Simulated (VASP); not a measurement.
Here is a VASP 6.6.1 calculation.

INCAR

```
PREC = Accurate
ENCUT = 520
EDIFF = 1E-7
ISMEAR = 0
SIGMA = 0.05
LREAL = F
LASPH = T
NELM = 100
ALGO = Normal
ISIF = 2
LWAVE = F
LCHARG = F
GGA = PE
NBANDS = 16
```

File KPOINTS:

```
Automatic mesh
0
Gamma
  12 12 6
```

Contents of POSCAR:

```
Si
1.0
    3.6973121707      0.0000000000      0.0000000000
   -1.8486560853      3.2019662655      0.0000000000
    0.0000000000      0.0000000000      6.9051002099
Si
4
Direct
    0.3333333333      0.6666666667      0.0817861204
    0.6666666667      0.3333333333      0.5817861204
    0.3333333333      0.6666666667      0.4182138796
    0.6666666667      0.3333333333      0.9182138796
```

Potentials or basis: VASP PAW PBE potentials, release 64 (Si).

Command:

```console
$ cat potpaw_PBE.64/Si/POTCAR > POTCAR
$ mpirun -np 1 vasp_std > vasp.out
```

Predict the pressure.

-1.8 GPa.

Predict the band gap on the k mesh.

zero (bands 8 and 9 overlap by 0.96 eV).

Stress tensor (GPa, compression positive):
```
 2.25  0.00  0.00
 0.00  2.25  0.00
 0.00  0.00 -9.88
```

Caveat: forces of over 1 eV/Å act on the atoms, so gaps and moduli don't describe the material at rest.
